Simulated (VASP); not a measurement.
# TiS2 (P-3m1) in VASP: notebook, part 2 of 2

VASP 6.6.1.

### Step 3. Single point, PBE+U

Contents of INCAR:

```
SYSTEM = TiS2
PREC     = Accurate       ! precision mode
ENCUT    = 500            ! plane-wave cutoff, eV
EDIFF    = 1E-6           ! SCF threshold, eV
ISMEAR   = 0              ! smearing method
SIGMA    = 0.01           ! smearing width, eV
LREAL    = .FALSE.        ! projectors in reciprocal space
LASPH    = .TRUE.         ! aspherical terms in the spheres
NELM     = 200            ! most SCF steps
ALGO     = Normal         ! electronic algorithm
ISIF     = 2              ! what is computed and relaxed
LWAVE    = .FALSE.        ! write WAVECAR
LCHARG   = .TRUE.         ! write CHGCAR
LMAXMIX  = 4              ! l up to which the mixer works
LDAU     = .TRUE.         ! DFT+U
LDAUTYPE = 2            
LDAUL    = 2 -1           ! shell
LDAUU    = 4 0            ! U, eV
LDAUJ    = 0 0          
LDAUPRINT= 1            
GGA      = PE             ! functional
LELF     = .TRUE.         ! ELF
LVHAR    = .TRUE.       
NBANDS   = 19             ! bands
GGA_COMPAT= .FALSE.
```

Contents of KPOINTS:

```
Automatic mesh
0
G
  12 12 4
  0 0 0
```

Contents of POSCAR:

```
TiS2
1.0
    3.4120000000      0.0000000000      0.0000000000
   -1.7060000000      2.9548786777      0.0000000000
    0.0000000000      0.0000000000      5.6950000000
Ti S
1 2
Direct
    0.0000000000      0.0000000000      0.0000000000
    0.3333333333      0.6666666667      0.2500000000
    0.6666666667      0.3333333333      0.7500000000
```

Potentials or basis: VASP PAW PBE potentials, release 64 (Ti_sv, S).

The run is started by

```console
cat potpaw_PBE.64/Ti_sv/POTCAR potpaw_PBE.64/S/POTCAR > POTCAR
mpirun -np 1 vasp_std > vasp.out
```

OUTCAR:

```text
SYSTEM = TiS2
   PREC = Accurate
   ENCUT = 500
   EDIFF = 1E-6
   ISMEAR = 0
   LREAL = .FALSE.
   LASPH = .TRUE.
   NELM = 200
   ISIF = 2
   GGA = PE

 ion  position               nearest neighbor table
   1  0.000  0.000  0.000-   2 2.43   3 2.43   2 2.43   3 2.43   3 2.43   2 2.43
   2  0.333  0.667  0.250-   1 2.43   1 2.43   1 2.43
   3  0.667  0.333  0.750-   1 2.43   1 2.43   1 2.43

  LATTYP: Found a hexagonal cell.
 ALAT       =     3.4120000000
 C/A-ratio  =     1.6691090270

  Lattice vectors:

 A1 = (   3.4120000000,   0.0000000000,   0.0000000000)
 A2 = (  -1.7060000000,   2.9548786777,   0.0000000000)
 A3 = (   0.0000000000,   0.0000000000,   5.6950000000)

Analysis of symmetry for initial positions (statically):
=====================================================================
 Subroutine PRICEL returns:
 Original cell was already a primitive cell.

 Routine SETGRP: Setting up the symmetry group for a
 hexagonal supercell.

 Subroutine GETGRP returns: Found 12 space group operations
 (whereof 12 operations were pure point group operations)
 out of a pool of 24 trial point group operations.

The static configuration has the point symmetry D_3d.

Analysis of symmetry for dynamics (positions and initial velocities):
=====================================================================
 Subroutine PRICEL returns:
 Original cell was already a primitive cell.

 Routine SETGRP: Setting up the symmetry group for a
 hexagonal supercell.

 Subroutine GETGRP returns: Found 12 space group operations
 (whereof 12 operations were pure point group operations)
 out of a pool of 24 trial point group operations.

The dynamic configuration has the point symmetry D_3d.

 Subroutine INISYM returns: Found 12 space group operations
 (whereof 12 operations are pure point group operations),
 and found     1 'primitive' translations

----------------------------------------------------------------------------------------

                                     Primitive cell

  volume of cell :      57.4173

  direct lattice vectors                    reciprocal lattice vectors
     3.412000000  0.000000000  0.000000000     0.293083236  0.169211685  0.000000000
    -1.706000000  2.954878678  0.000000000     0.000000000  0.338423370  0.000000000
     0.000000000  0.000000000  5.695000000     0.000000000  0.000000000  0.175592625

  length of vectors
     3.412000000  3.412000000  5.695000000     0.338423370  0.338423370  0.175592625

  position of ions in fractional coordinates (direct lattice)
     0.000000000  0.000000000  0.000000000
     0.333333333  0.666666667  0.250000000
     0.666666667  0.333333333  0.750000000

  ion indices of the primitive-cell ions
   primitive index   ion index
                 1           1
                 2           2
                 3           3

[... 91 lines left out ...]
     AMIX_MAG =   1.60;   BMIX_MAG =  1.00
  volume/ion in A,a.u.               =      19.14       129.16
  Fermi-wavevector in a.u.,A,eV,Ry     =   1.224046  2.313112 20.385458  1.498289
  Thomas-Fermi vector in A             =   2.359135
   LORBIT       =      0    0 simple, 1 ext, 2 COOP (PROOUT), +10 PAW based schemes
 LDA+U is selected, type is set to LDAUTYPE =  2
   angular momentum for each species LDAUL =     2   -1
   U (eV)           for each species LDAUU =   4.0  0.0
   J (eV)           for each species LDAUJ =   0.0  0.0
   GGA     = PE    functional components
   LHFCALC =     F    Hartree Fock is set to
   AEXX    =    0.0000 exact exchange contribution
   IVDW    =     0    specifies the selected vdW correction
   LEPSILON=     F    determine dielectric tensor
   LRPA    =     F    only Hartree local field effects (RPA)
 non-spin polarized calculation
 Gauss-broadening in eV      SIGMA  =   0.01
  energy-cutoff  :      500.00
  volume of cell :       57.42
 maximum number of plane-waves:      1478
 NGX is ok and might be reduce to    28
   NGX = 13   NGY = 13   NGZ = 21

atom =   1  type =  1  l = 2

 onsite density matrix

spin component  1

  0.1512 -0.0000  0.0000 -0.0928 -0.0000
 -0.0000  0.2257  0.0000 -0.0000 -0.0928
  0.0000  0.0000  0.0776 -0.0000 -0.0000
 -0.0928 -0.0000 -0.0000  0.2257  0.0000
 -0.0000 -0.0928 -0.0000  0.0000  0.1512

spin component  2

  0.1512 -0.0000  0.0000 -0.0928 -0.0000
 -0.0000  0.2257  0.0000 -0.0000 -0.0928
  0.0000  0.0000  0.0776 -0.0000 -0.0000
 -0.0928 -0.0000 -0.0000  0.2257  0.0000
 -0.0000 -0.0928 -0.0000  0.0000  0.1512

 occupancies and eigenvectors

  o =  0.0776  v = -0.0000 -0.0000 -1.0000 -0.0000 -0.0000  0.0000  0.0000  0.0000  0.0000  0.0000      0.0000  0.0000  0.0000  0.0000  0.0000  0.0000  0.0000  0.0000  0.0000  0.0000
  o =  0.0776  v =  0.0000  0.0000  0.0000  0.0000  0.0000 -0.0000 -0.0000 -1.0000 -0.0000 -0.0000      0.0000  0.0000  0.0000  0.0000  0.0000  0.0000  0.0000  0.0000  0.0000  0.0000
  o =  0.0885  v = -0.0000 -0.5602  0.0000 -0.0000 -0.8283  0.0000  0.0000  0.0000  0.0000  0.0000      0.0000  0.0000  0.0000  0.0000  0.0000  0.0000  0.0000  0.0000  0.0000  0.0000
  o =  0.0885  v =  0.0000  0.0000  0.0000  0.0000  0.0000 -0.0000 -0.5602  0.0000 -0.0000 -0.8283      0.0000  0.0000  0.0000  0.0000  0.0000  0.0000  0.0000  0.0000  0.0000  0.0000
  o =  0.0885  v =  0.0000  0.0000  0.0000  0.0000  0.0000  0.8283 -0.0000  0.0000  0.5602 -0.0000      0.0000  0.0000  0.0000  0.0000  0.0000  0.0000  0.0000  0.0000  0.0000  0.0000
  o =  0.0885  v =  0.8283 -0.0000  0.0000  0.5602 -0.0000  0.0000  0.0000  0.0000  0.0000  0.0000      0.0000  0.0000  0.0000  0.0000  0.0000  0.0000  0.0000  0.0000  0.0000  0.0000
  o =  0.2885  v =  0.0000  0.0000  0.0000  0.0000  0.0000  0.0000 -0.8283 -0.0000 -0.0000  0.5602      0.0000  0.0000  0.0000  0.0000  0.0000  0.0000  0.0000  0.0000  0.0000  0.0000
  o =  0.2885  v =  0.0000 -0.8283 -0.0000 -0.0000  0.5602  0.0000  0.0000  0.0000  0.0000  0.0000      0.0000  0.0000  0.0000  0.0000  0.0000  0.0000  0.0000  0.0000  0.0000  0.0000
  o =  0.2885  v = -0.5602 -0.0000 -0.0000  0.8283  0.0000  0.0000  0.0000  0.0000  0.0000  0.0000      0.0000  0.0000  0.0000  0.0000  0.0000  0.0000  0.0000  0.0000  0.0000  0.0000
  o =  0.2885  v =  0.0000  0.0000  0.0000  0.0000  0.0000 -0.5602 -0.0000 -0.0000  0.8283  0.0000      0.0000  0.0000  0.0000  0.0000  0.0000  0.0000  0.0000  0.0000  0.0000  0.0000

 number of electron      23.9999999 magnetization

 Free energy of the ion-electron system (eV)
  ---------------------------------------------------
  ext. energy  EPLUGINS =         0.00000000
  ---------------------------------------------------
  free energy    TOTEN  =       -17.22585305 eV

  energy without entropy =      -17.22585305  energy(sigma->0) =      -17.22585305

 E-fermi :   5.7429     XC(G=0): -10.0984

 val. band max:        5.6184557106   @ k =   0.0000   0.0000   0.0000
 cond. band min:       5.9201188235   @ k =   0.5000   0.0000   0.5000
 fundamental gap:      0.3016631129
 Fermi energy:         5.7428628269

 k-point     1 :       0.0000    0.0000    0.0000
  band No.  band energies     occupation
      1     -53.1701      2.00000
      2     -29.3427      2.00000
      3     -29.3048      2.00000
      4     -29.3048      2.00000
      5      -8.2284      2.00000
      6      -6.5161      2.00000
[... 505 lines left out ...]
      6      -6.6556      2.00000
[... 11 lines left out ...]
     18      12.7710      0.00000
     19      13.9144      0.00000

 [... further k-points ...]

------------------------ aborting loop because EDIFF is reached ----------------------------------------

  FORCE on cell =-STRESS in cart. coord.  units (eV):
  Direction    XX          YY          ZZ          XY          YZ          ZX
  --------------------------------------------------------------------------------------
  -------------------------------------------------------------------------------------
  Total        1.5776974      1.5776974      1.3387043      0.0000000      0.0000000      0.0000000
  in kB       44.0242432     44.0242432     37.3553524      0.0000000      0.0000000      0.0000000
  external PRESSURE =      41.8012796 kB  Pullay stress =       0.0000000 kB

 VOLUME and BASIS-vectors are now :
 -----------------------------------------------------------------------------
  energy-cutoff  :      500.00
  volume of cell :       57.42
      direct lattice vectors                 reciprocal lattice vectors
     3.412000000  0.000000000  0.000000000     0.293083236  0.169211685  0.000000000
    -1.706000000  2.954878678  0.000000000     0.000000000  0.338423370  0.000000000
     0.000000000  0.000000000  5.695000000     0.000000000  0.000000000  0.175592625

 POSITION                                       TOTAL-FORCE (eV/Angst)
 -----------------------------------------------------------------------------------
      0.00000      0.00000      0.00000        -0.000000      0.000000      0.000000
     -0.00000      1.96992      1.42375        -0.000000     -0.000000      0.107747
      1.70600      0.98496      4.27125         0.000000      0.000000     -0.107747
 -----------------------------------------------------------------------------------
    total drift:                               -0.000000     -0.000000     -0.000000

  FREE ENERGIE OF THE ION-ELECTRON SYSTEM (eV)
  ---------------------------------------------------
  free  energy   TOTEN  =       -17.2258530461 eV

  energy  without entropy=      -17.2258530461  energy(sigma->0) =      -17.22585305
```

It took 74 s on 1 thread of Intel Xeon Platinum 8375C at 2.90GHz (Ice Lake), shared host; peak memory 0.21 GiB.

What came out:

```
Free energy            : -17.2259 eV
Pressure               : 4.2 GPa
Largest force          : 0.108 eV/Å
Band gap on the k mesh : 0.30 eV (least direct gap 0.89 eV)
```

Forces on the atoms (eV/Å):
```
Ti   0.000  0.000  0.000
S    0.000  0.000  0.108
S    0.000  0.000 -0.108
```

Stress tensor (GPa, compression positive):
```
4.40 0.00 0.00
0.00 4.40 0.00
0.00 0.00 3.74
```

Eigenvalues of the final occupation matrices:
| site | spin | trace | eigenvalues |
| --- | --- | --- | --- |
| site 1 d | 1 | 0.83 | 0.08 0.09 0.09 0.29 0.29 |
| site 1 d | 2 | 0.83 | 0.08 0.09 0.09 0.29 0.29 |

Caveat: the cell stands under pressure; semilocal functionals underestimate gaps, and a narrow one can read as zero. A k mesh can miss the band edges.

### Step 4. Single point, PBE+U

Contents of INCAR:

```
PREC = Accurate
ENCUT = 500
EDIFF = 1E-6
ISMEAR = 0
SIGMA = 0.01
LREAL = False
LASPH = True
NELM = 200
ALGO = Normal
ISIF = 2
LWAVE = False
LCHARG = False
LMAXMIX = 4
LDAU = True
LDAUTYPE = 2
LDAUL = 2 -1
LDAUU = 6 0
LDAUJ = 0 0
LDAUPRINT = 1
GGA = PE
NBANDS = 19
GGA_COMPAT = False
```

Contents of KPOINTS:

```
regular mesh
0
Gamma
  12 12 4
```

POSCAR is that of step 3.

The run is started by

```console
cat potpaw_PBE.64/Ti_sv/POTCAR potpaw_PBE.64/S/POTCAR > POTCAR
mpirun -np 1 vasp_std > vasp.out
```

Wall time 66 s (1 thread of Intel Xeon Platinum 8375C at 2.90GHz (Ice Lake), shared host); peak memory 0.21 GiB.

It converged, with:

* Free energy: -15.9705 eV
* Pressure: 6.1 GPa
* Largest force: 0.245 eV/Å
* Band gap on the k mesh: 0.57 eV (least direct gap 1.20 eV)

Forces in eV/Å, atoms in the order of the input:
```
Ti   0.000  0.000  0.000
S    0.000  0.000  0.245
S    0.000  0.000 -0.245
```

Stress tensor (GPa, compression positive):
```
6.59 0.00 0.00
0.00 6.59 0.00
0.00 0.00 5.17
```

Levels at points of the mesh, in eV from the valence-band top:
| k point | band 10 | band 11 | band 12 | band 13 | band 14 | band 15 |
| --- | --- | --- | --- | --- | --- | --- |
| (0.00, 0.00, 0.00) | -0.08 | 0.00 | 0.00 | 1.20 | 1.20 | 1.70 |
| (0.50, 0.00, 0.00) | -2.74 | -2.67 | -1.71 | 0.75 | 2.32 | 2.77 |
| (0.00, 0.00, 0.50) | -2.49 | -0.17 | -0.17 | 1.19 | 1.19 | 2.19 |
| (0.50, 0.00, 0.50) | -2.78 | -1.39 | -1.36 | 0.57 | 2.26 | 2.75 |

Eigenvalues of the final occupation matrices:
```
    site  spin  trace               eigenvalues
site 1 d     1   0.80  0.07 0.07 0.07 0.29 0.29
site 1 d     2   0.80  0.07 0.07 0.07 0.29 0.29
```

Caveat: the cell stands under pressure; semilocal functionals underestimate gaps, and a narrow one can read as zero.

### Step 5. The runs side by side

| U | gap on the mesh (eV) | pressure (GPa) | largest force (eV/Å) |
| --- | --- | --- | --- |
| Ti d U = 2.0 eV | 0.06 | 2.4 | 0.03 |
| Ti d U = 4.0 eV | 0.30 | 4.2 | 0.11 |
| Ti d U = 6.0 eV | 0.57 | 6.1 | 0.24 |

Alike in all rows: task single point; level PBE+U; potentials or basis VASP PAW PBE potentials, release 64 (Ti_sv, S); no spin polarisation; cell as given; k mesh 12 × 12 × 4; cutoff (eV) 500; smearing gaussian 0.01 eV.

Caveats: semilocal functionals underestimate gaps, and a narrow one can read as zero; the cell stands under pressure (at least some runs).

Total energies depend on the potentials used, so only differences within one code and one set of settings carry meaning.
